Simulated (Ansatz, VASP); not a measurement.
**CdI2: VASP beside Ansatz**

```
Cd I
1.0
     4.24400    0.00000    0.00000
    -2.12200    3.67541    0.00000
     0.00000    0.00000    6.79041
Cd I
1 2
Cartesian
  0.0000 0.0000 0.0000
  0.0000 2.4503 1.6922
  2.1220 1.2251 5.0982
```

Change from the starting cell: zz strain of -1 %, crystal datasets.

Alike in both runs: task electric field gradients; functional PBEsol; k mesh 8 × 8 × 5; occupations fermi-dirac, width 0.03 eV; no spin polarisation.

```csv
,VASP,Ansatz
version,VASP 6.6.1,Ansatz 0.2.0
potentials or method,"VASP PAW PBE potentials, release 64 (Cd, I), cutoff 400 eV","all-electron PAW with datasets made for the crystal, scalar-relativistic"
```

```csv
,VASP,Ansatz,Ansatz less VASP
gap on the k mesh at the Fermi level (eV),2.32,2.33,+0.010
pressure (GPa),-0.1,-0.1,+0.06
"traceless stress, the component that is largest in VASP (GPa)",0.26,0.28,+0.011
rms of the force components (eV/Å),0.004,0.008,+0.0047
size of Vzz on the site where it differs most (V/Å²),66.3,68.1,+1.76
```

VASP's potentials were made for PBE, not for PBEsol. Atom by atom the forces differ by 0.012 eV/Å (rms over components). Ansatz ran all-electron here, and VASP with PAW potentials.

Spin-orbit coupling is off throughout.
